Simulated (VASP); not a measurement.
A run of VASP 6.6.1:

File INCAR:

```
SYSTEM = Ti
ALGO = Normal
EDIFF = 1E-8
ENCUT = 520
GGA = PE
IBRION = 8
ISIF = 2
ISMEAR = -1
LASPH = .True.
LCHARG = .False.
LREAL = .False.
LWAVE = .False.
NELM = 60
NSW = 1
PREC = Accurate
SIGMA = 0.15
```

The input KPOINTS:

```
k-points
0
Gamma
  20 20 20
  0 0 0
```

POSCAR

```
Ti
1.0
    0.0000000000      2.0600913449      2.0600913449
    2.0600913449      0.0000000000      2.0600913449
    2.0600913449      2.0600913449      0.0000000000
Ti
1
Direct
    0.0000000000      0.0000000000      0.0000000000
```

Potentials or basis: VASP PAW PBE potentials, release 64 (Ti_sv).

The run is started by

```bash
$ cat potpaw_PBE.64/Ti_sv/POTCAR > POTCAR
$ mpirun -np 1 vasp_std > vasp.out
```

Hardware: 1 thread of Intel Xeon 6975P-C, with other jobs on the host.

How long does it take, and how much memory?

It took 3 min on 1 thread of Intel Xeon 6975P-C, on a shared host, peak memory 0.35 GiB. Counts: scf iterations 31, k points 256.
